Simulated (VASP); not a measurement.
# Fe: single point with LDA

Fe:

```
Fe
1.0
    -1.37460    1.37460    1.37460
     1.37460   -1.37460    1.37460
     1.37460    1.37460   -1.37460
Fe
1
Cartesian
  0.0000 0.0000 0.0000
```

```
Program             : VASP 6.6.1
Task                : single point
Functional          : LDA
Potentials or basis : VASP PAW LDA potentials, release 64 (Fe_sv)
Cutoff              : 600 eV
k mesh              : 16 × 16 × 16
Occupations         : methfessel-paxton, width 0.1 eV
Spin                : collinear spin, ferromagnetic start
Starting moments    : [1.988] μB
```

```
Pressure                                              : -4.7 GPa
Net moment                                            : 1.92 μB per cell
Site moments                                          : Fe +1.89 μB
Valence electrons inside the program's atomic spheres : Fe 13.81
```

Levels at points of the mesh, in eV from the Fermi level:
Spin up:
| k point | band 7 | band 8 | band 9 | band 10 | band 11 | band 12 |
| --- | --- | --- | --- | --- | --- | --- |
| (0.00, 0.00, 0.00) | -2.52 | -2.52 | -0.97 | -0.97 | 25.02 | 25.02 |
| (0.50, 0.00, 0.00) | -0.93 | -0.73 | 0.25 | 0.63 | 8.13 | 18.59 |
| (0.50, 0.50, 0.50) | 0.31 | 0.31 | 0.31 | 10.26 | 10.26 | 10.26 |
Spin down:
```tsv
k point	band 5	band 6	band 7	band 8	band 9	band 10
(0.00, 0.00, 0.00)	-8.81	-0.97	-0.97	-0.97	1.13	1.13
(0.50, 0.00, 0.00)	-4.43	-2.39	0.61	1.04	1.42	2.45
(0.50, 0.50, 0.50)	-4.00	-4.00	2.10	2.10	2.10	10.70
```

It took 33 s on 1 thread of AMD EPYC 9R45 96-Core Processor (Zen 5) (shared host), peak memory 0.13 GiB.
